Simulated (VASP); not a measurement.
Set up this calculation in VASP 6.6.1, as the native input.

```yaml
Task: single point
Functional: LDA
Potentials_or_basis: VASP PAW LDA potentials, release 64 (Li_sv)
Cutoff: 520 eV
k_mesh: 18 × 18 × 18
Occupations: gaussian, width 0.15 eV
Spin: no spin polarisation
Dipole_correction: no
Further_INCAR_settings: ALGO = Normal; EDIFF = 1e-06; NBANDS = 8
```

The structure of Li lies in POSCAR:

```
Li
1.0
    0.0000000000      2.2020000000      2.3341200000
    2.2020000000      0.0000000000      2.3341200000
    2.2020000000      2.2020000000      0.0000000000
Li
1
Direct
    0.0000000000      0.0000000000      0.0000000000
```

This cell differs from its parent crystal: strain +0.0600 x Voigt [0, 0, 1, 0, 0, 0].

The input as run:

INCAR

```
PREC = Accurate
ENCUT = 520
EDIFF = 1E-6
ISMEAR = 0
SIGMA = 0.15
LREAL = F
LASPH = T
NELM = 80
ALGO = Normal
ISIF = 2
LWAVE = F
LCHARG = T
LELF = T
LVHAR = T
NBANDS = 8
```

KPOINTS

```
regular mesh
0
Gamma
  18 18 18
```

Potentials or basis: VASP PAW LDA potentials, release 64 (Li_sv).

Launch:

```console
$ cat potpaw_LDA.64/Li_sv/POTCAR > POTCAR
$ mpirun -np 1 vasp_std > vasp.out
```

Results of the run:

```
Band gap on the k mesh : zero (an odd number of electrons rules out a gap without spin polarisation)
```

Caveat: the cell differs from its parent crystal (strain +0.0600 x Voigt [0, 0, 1, 0, 0, 0]).

It took 40 s on 1 thread of Intel(R) Xeon(R) Platinum 8259CL CPU @ 2.50GHz (Skylake/Cascade Lake) (shared host), peak memory 0.17 GiB.
